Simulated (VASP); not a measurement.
# GeSb4Te7 (P-3m1) in VASP: single point with PBE+D3(BJ)

Aim: the single point of GeSb4Te7 with PBE+D3(BJ).

Everything below comes from runs of VASP 6.6.1. Logs are shortened: lines on timing, memory, paths and dates and some standing lists are left out, and cuts for length are marked.

### 1 The cell of the first run

It takes space group P-3m1 (No. 164, trigonal). The conventional cell has a = 4.259 Å, b = 4.259 Å, c = 23.362 Å, α = 90.00°, β = 90.00°, γ = 120.00°. Ge (site symmetry -3m) has 6 Te at 2.97 Å within 3.9 Å. Within 4.0 Å of Sb (site symmetry 3m) lie 6 Te at 3.00 to 3.15 Å. Sb (site symmetry 3m) has 6 Te at 3.00 to 3.16 Å within 3.9 Å. Within 4.0 Å of Te (site symmetry 3m) lie 3 Sb at 3.00 Å and 3 Te at 3.60 Å. Within 3.9 Å of Te (site symmetry 3m) lie 3 Sb at 3.00 Å and 3 Te at 3.60 Å. Within 3.9 Å of Te (site symmetry 3m) lie 3 Ge at 2.97 Å and 3 Sb at 3.16 Å. Te (site symmetry -3m) has 6 Sb at 3.15 Å and 12 Te at 4.26 to 4.43 Å within 4.5 Å.

### 2 Single point, PBE+D3(BJ)

INCAR reads:

```
  PREC = Accurate
  ENCUT = 520
  EDIFF = 1E-6
  ISMEAR = 0
  SIGMA = 0.02
  LREAL = F
  LASPH = T
  NELM = 100
  ALGO = Normal
  ISIF = 2
  LWAVE = F
  LCHARG = T
  GGA = PE
  IVDW = 12
  LELF = T
  LVHAR = T
  NBANDS = 50
```

KPOINTS reads:

```
Automatic mesh
0
Gamma
  9 9 2
```

POSCAR reads:

```
GeSb4Te7
1.0
    4.2587088084      0.0000000000      0.0000000000
   -2.1293544042      3.6881500154      0.0000000000
    0.0000000000      0.0000000000     23.3623165427
Ge Sb Te
1 4 7
Direct
    0.0000000000      0.0000000000      0.5000000000
    0.6666666667      0.3333333333      0.9157564270
    0.3333333333      0.6666666667      0.3436749153
    0.3333333333      0.6666666667      0.0842435730
    0.6666666667      0.3333333333      0.6563250847
    0.3333333333      0.6666666667      0.8420838880
    0.6666666667      0.3333333333      0.1579161120
    0.0000000000      0.0000000000      0.7297757007
    0.6666666667      0.3333333333      0.4288338086
    0.3333333333      0.6666666667      0.5711661914
    0.0000000000      0.0000000000      0.0000000000
    0.0000000000      0.0000000000      0.2702242993
```

Potentials or basis: VASP PAW PBE potentials, release 64 (Ge_d, Sb, Te).

Started as:

```sh
$ cat potpaw_PBE.64/Ge_d/POTCAR potpaw_PBE.64/Sb/POTCAR potpaw_PBE.64/Te/POTCAR > POTCAR
$ mpirun -np 1 vasp_std > vasp.out
```

OUTCAR:

```text
PREC = Accurate
   ENCUT = 520
   EDIFF = 1E-6
   ISMEAR = 0
   LREAL = F
   LASPH = T
   NELM = 100
   ISIF = 2
   GGA = PE
   IVDW = 12
 IVDW          = 12

 ion  position               nearest neighbor table
   1  0.000  0.000  0.500-   9 2.97  10 2.97   9 2.97  10 2.97   9 2.97  10 2.97
   2  0.667  0.333  0.916-   6 3.00   6 3.00   6 3.00  11 3.15  11 3.15  11 3.15
   3  0.333  0.667  0.344-  12 3.00  12 3.00  12 3.00   9 3.16   9 3.16   9 3.16
   4  0.333  0.667  0.084-   7 3.00   7 3.00   7 3.00  11 3.15  11 3.15  11 3.15
   5  0.667  0.333  0.656-   8 3.00   8 3.00   8 3.00  10 3.16  10 3.16  10 3.16
   6  0.333  0.667  0.842-   2 3.00   2 3.00   2 3.00   8 3.60   8 3.60   8 3.60
   7  0.667  0.333  0.158-   4 3.00   4 3.00   4 3.00  12 3.60  12 3.60  12 3.60
   8  0.000  0.000  0.730-   5 3.00   5 3.00   5 3.00   6 3.60   6 3.60   6 3.60
   9  0.667  0.333  0.429-   1 2.97   1 2.97   1 2.97   3 3.16   3 3.16   3 3.16
  10  0.333  0.667  0.571-   1 2.97   1 2.97   1 2.97   5 3.16   5 3.16   5 3.16
  11  0.000  0.000  0.000-   2 3.15   4 3.15   2 3.15   4 3.15   2 3.15   4 3.15
  12  0.000  0.000  0.270-   3 3.00   3 3.00   3 3.00   7 3.60   7 3.60   7 3.60

  LATTYP: Found a hexagonal cell.
 ALAT       =     4.2587088084
 C/A-ratio  =     5.4857745842

  Lattice vectors:

 A1 = (   4.2587088084,   0.0000000000,   0.0000000000)
 A2 = (  -2.1293544042,   3.6881500154,   0.0000000000)
 A3 = (   0.0000000000,   0.0000000000,  23.3623165427)

Analysis of symmetry for initial positions (statically):
=====================================================================
 Subroutine PRICEL returns:
 Original cell was already a primitive cell.

 Routine SETGRP: Setting up the symmetry group for a
 hexagonal supercell.

 Subroutine GETGRP returns: Found 12 space group operations
 (whereof 12 operations were pure point group operations)
 out of a pool of 24 trial point group operations.

The static configuration has the point symmetry D_3d.

Analysis of symmetry for dynamics (positions and initial velocities):
=====================================================================
 Subroutine PRICEL returns:
 Original cell was already a primitive cell.

 Routine SETGRP: Setting up the symmetry group for a
 hexagonal supercell.

 Subroutine GETGRP returns: Found 12 space group operations
 (whereof 12 operations were pure point group operations)
 out of a pool of 24 trial point group operations.

The dynamic configuration has the point symmetry D_3d.

 Subroutine INISYM returns: Found 12 space group operations
 (whereof 12 operations are pure point group operations),
 and found     1 'primitive' translations

----------------------------------------------------------------------------------------

                                     Primitive cell

  volume of cell :     366.9462

  direct lattice vectors                    reciprocal lattice vectors
     4.258708808  0.000000000  0.000000000     0.234812955  0.135569323  0.000000000
    -2.129354404  3.688150015  0.000000000     0.000000000  0.271138646  0.000000000
     0.000000000  0.000000000 23.362316543     0.000000000  0.000000000  0.042803974

  length of vectors
     4.258708808  4.258708808 23.362316543     0.271138646  0.271138646  0.042803974

  position of ions in fractional coordinates (direct lattice)
     0.000000000  0.000000000  0.500000000
     0.666666667  0.333333333  0.915756427
     0.333333333  0.666666667  0.343674915
     0.333333333  0.666666667  0.084243573
     0.666666667  0.333333333  0.656325085
     0.333333333  0.666666667  0.842083888
     0.666666667  0.333333333  0.157916112
     0.000000000  0.000000000  0.729775701
     0.666666667  0.333333333  0.428833809
     0.333333333  0.666666667  0.571166191
     0.000000000  0.000000000  0.000000000
     0.000000000  0.000000000  0.270224299

  ion indices of the primitive-cell ions
   primitive index   ion index
                 1           1
                 2           2
                 3           3
                 4           4
                 5           5
                 6           6
                 7           7
                 8           8
                 9           9
                10          10
                11          11
                12          12

----------------------------------------------------------------------------------------

 KPOINTS: Automatic mesh

Automatic generation of k-mesh.
 Grid dimensions read from file:
 generate k-points for:    9    9    2

 Generating k-lattice:

  Cartesian coordinates                     Fractional coordinates (reciprocal lattice)
     0.026090328  0.015063258  0.000000000     0.111111111  0.000000000  0.000000000
     0.000000000  0.030126516  0.000000000     0.000000000  0.111111111  0.000000000
     0.000000000  0.000000000  0.021401987     0.000000000  0.000000000  0.500000000

  Length of vectors
     0.030126516  0.030126516  0.021401987

  Shift w.r.t. Gamma in fractional coordinates (k-lattice)
     0.000000000  0.000000000  0.000000000

 Subroutine IBZKPT returns following result:
 ===========================================

 Found     24 irreducible k-points:

 Following reciprocal coordinates:
            Coordinates               Weight
  0.000000  0.000000  0.000000      1.000000
  0.111111  0.000000  0.000000      6.000000
  0.222222  0.000000  0.000000      6.000000
  0.333333  0.000000  0.000000      6.000000
  0.444444  0.000000  0.000000      6.000000
  0.111111  0.111111  0.000000      6.000000
[... 16 lines left out ...]
  0.333333  0.222222  0.500000     12.000000
  0.333333  0.333333  0.500000      2.000000
   k-points           NKPTS =     24   k-points in BZ     NKDIM =     24   number of bands    NBANDS=     50
   number of dos      NEDOS =    301   number of ions     NIONS =     12
   total plane-waves  NPLWV = 184320
   dimension x,y,z NGX =    32 NGY =   32 NGZ =  180
   dimension x,y,z NGXF=    64 NGYF=   64 NGZF=  360
   ions per type =               1   4   7
   NGX,Y,Z   is equivalent  to a cutoff of  12.49, 12.49, 12.81 a.u.
   NGXF,Y,Z  is equivalent  to a cutoff of  24.98, 24.98, 25.62 a.u.
 SYSTEM =  unknown system
   PREC   = accura    normal or accurate (medium, high low for compatibility)
   ISTART =      0    job   : 0-new  1-cont  2-samecut
   ICHARG =      2    charge: 1-file 2-atom 10-const
   ISPIN  =      1    spin polarized calculation?
   LNONCOLLINEAR =      F non collinear calculations
   LSORBIT =      F    spin-orbit coupling
   LASPH  =      T    aspherical Exc in radial PAW
   ENCUT  =  520.0 eV  38.22 Ry    6.18 a.u.   7.92  7.92 43.44*2*pi/ulx,y,z
   NELM   =    100;   NELMIN=  2; NELMDL= -5     # of ELM steps
   EDIFF  = 0.1E-05   stopping-criterion for ELM
   LREAL  =      F    real-space projection
   EDIFFG = 0.1E-04   stopping-criterion for IOM
   NSW    =      0    number of steps for IOM
   IBRION =     -1    ionic relax: 0-MD 1-quasi-New 2-CG
   NFREE  =      0    steps in history (QN), initial steepest desc. (CG)
   ISIF   =      2    stress and relaxation
   ISYM   =      2    0-nonsym 1-usesym 2-fastsym
   POTIM  = 0.5000    time-step for ionic-motion
   TEBEG  =    0.0;   TEEND  =   0.0 temperature during run
   PSTRESS=    0.0 pullay stress
   NELECT =      76.0000    total number of electrons
   NUPDOWN=      -1.0000    fix difference up-down
   EMIN   =  10.00;   EMAX   =-10.00  energy-range for DOS
   EFERMI =   0.00;   METHOD = LEGACY
   ISMEAR =     0;   SIGMA  =   0.02  broadening in eV -4-tet -1-fermi 0-gaus
   EFERMI_NEDOS =   21; number of points for ismear=-14 and -15
   IALGO  =     38    algorithm
   IMIX   =      4    mixing-type and parameters
     AMIX     =   0.40;   BMIX     =  1.00
     AMIX_MAG =   1.60;   BMIX_MAG =  1.00
  volume/ion in A,a.u.               =      30.58       206.36
  Fermi-wavevector in a.u.,A,eV,Ry     =   0.968602  1.830392 12.764839  0.938189
  Thomas-Fermi vector in A             =   2.098585
   LORBIT       =      0    0 simple, 1 ext, 2 COOP (PROOUT), +10 PAW based schemes
   GGA     = PE    functional components
   LHFCALC =     F    Hartree Fock is set to
   AEXX    =    0.0000 exact exchange contribution
   IVDW    =    12    specifies the selected vdW correction
   LEPSILON=     F    determine dielectric tensor
   LRPA    =     F    only Hartree local field effects (RPA)
 non-spin polarized calculation
 Gauss-broadening in eV      SIGMA  =   0.02
  energy-cutoff  :      520.00
  volume of cell :      366.95
 maximum number of plane-waves:      9942
 NGX is ok and might be reduce to    32
   NGX = 15   NGY = 15   NGZ = 87

 number of electron      76.0000021 magnetization

 Free energy of the ion-electron system (eV)
  ---------------------------------------------------
  ext. energy  EPLUGINS =         0.00000000
  ---------------------------------------------------
  free energy    TOTEN  =       -44.36237001 eV

  energy without entropy =      -44.36235690  energy(sigma->0) =      -44.36236345

 E-fermi :   6.9962     XC(G=0):  -9.4709

 val. band max:        6.9653510814   @ k =   0.0000   0.0000   0.5000
 cond. band min:       7.0274441944   @ k =   0.0000   0.0000   0.5000
 fundamental gap:      0.0620931130
 Fermi energy:         6.9962098940

 k-point     1 :       0.0000    0.0000    0.0000
  band No.  band energies     occupation
      1     -18.1182      2.00000
      2     -18.1182      2.00000
      3     -18.1126      2.00000
      4     -18.1109      2.00000
      5     -18.1109      2.00000
      6      -6.5783      2.00000
[... 42 lines left out ...]
     49       8.4096      0.00000
     50       8.5582      0.00000
[... 1217 lines left out ...]
     49      10.7678      0.00000
     50      10.7678      0.00000

------------------------ aborting loop because EDIFF is reached ----------------------------------------

 Edisp (eV)   -5.39995

 E8    (eV) :    -2.4897

  FORCE on cell =-STRESS in cart. coord.  units (eV):
  Direction    XX          YY          ZZ          XY          YZ          ZX
  --------------------------------------------------------------------------------------
  -------------------------------------------------------------------------------------
  Total      -0.05091    -0.05091    -0.04778    -0.00000     0.00000     0.00000
  in kB      -0.22229    -0.22229    -0.20863    -0.00000     0.00000     0.00000
  external pressure =       -0.22 kB  Pullay stress =        0.00 kB

 VOLUME and BASIS-vectors are now :
 -----------------------------------------------------------------------------
  energy-cutoff  :      520.00
  volume of cell :      366.95
      direct lattice vectors                 reciprocal lattice vectors
     4.258708808  0.000000000  0.000000000     0.234812955  0.135569323  0.000000000
    -2.129354404  3.688150015  0.000000000     0.000000000  0.271138646  0.000000000
     0.000000000  0.000000000 23.362316543     0.000000000  0.000000000  0.042803974

 POSITION                                       TOTAL-FORCE (eV/Angst)
 -----------------------------------------------------------------------------------
      0.00000      0.00000     11.68116        -0.000000     -0.000000      0.000000
      2.12935      1.22938     21.39419        -0.000000     -0.000000      0.023460
     -0.00000      2.45877      8.02904        -0.000000     -0.000000      0.025934
     -0.00000      2.45877      1.96813        -0.000000      0.000000     -0.023460
      2.12935      1.22938     15.33327         0.000000      0.000000     -0.025934
     -0.00000      2.45877     19.67303         0.000000     -0.000000     -0.019429
      2.12935      1.22938      3.68929        -0.000000      0.000000      0.019429
      0.00000      0.00000     17.04925         0.000000     -0.000000      0.023157
      2.12935      1.22938     10.01855        -0.000000      0.000000     -0.010667
     -0.00000      2.45877     13.34377         0.000000     -0.000000      0.010667
      0.00000      0.00000      0.00000        -0.000000     -0.000000      0.000000
      0.00000      0.00000      6.31307        -0.000000      0.000000     -0.023157
 -----------------------------------------------------------------------------------
    total drift:                                0.000000     -0.000000      0.000000

  FREE ENERGIE OF THE ION-ELECTRON SYSTEM (eV)
  ---------------------------------------------------
  free  energy   TOTEN  =       -49.7623150106 eV

  energy  without entropy=      -49.7623018983  energy(sigma->0) =      -49.76230845
```

Run time: 15 min. Hardware: 1 thread of Intel Xeon 8259CL, shared host; peak memory 0.67 GiB.

What came out:

- Free energy: -49.7623 eV
- Pressure: 0.0 GPa
- Largest force: 0.026 eV/Å
- Band gap on the k mesh: 0.06 eV
- Dispersion energy per atom: -0.450 eV

Forces in eV/Å, atoms in the order of the input:
```
Ge   0.000  0.000  0.000
Sb   0.000  0.000  0.023
Sb   0.000  0.000  0.026
Sb   0.000  0.000 -0.023
Sb   0.000  0.000 -0.026
Te   0.000  0.000 -0.019
Te   0.000  0.000  0.019
Te   0.000  0.000  0.023
Te   0.000  0.000 -0.011
Te   0.000  0.000  0.011
Te   0.000  0.000  0.000
Te   0.000  0.000 -0.023
```

Levels at points of the mesh, in eV from the valence-band top:
| k point | band 34 | band 35 | band 36 | band 37 | band 38 | band 39 | band 40 | band 41 | band 42 | band 43 |
| --- | --- | --- | --- | --- | --- | --- | --- | --- | --- | --- |
| (0.00, 0.00, 0.00) | -1.46 | -1.41 | -1.35 | -0.45 | -0.20 | 0.22 | 0.22 | 0.26 | 0.26 | 0.37 |
| (0.00, 0.00, 0.50) | -1.40 | -1.40 | -1.18 | -0.53 | 0.00 | 0.06 | 0.08 | 0.08 | 0.50 | 0.50 |

Caveat: spin-orbit coupling is left out, which moves the levels of the heavy elements; an odd mesh through Γ misses points on the zone boundary, where band edges can lie.
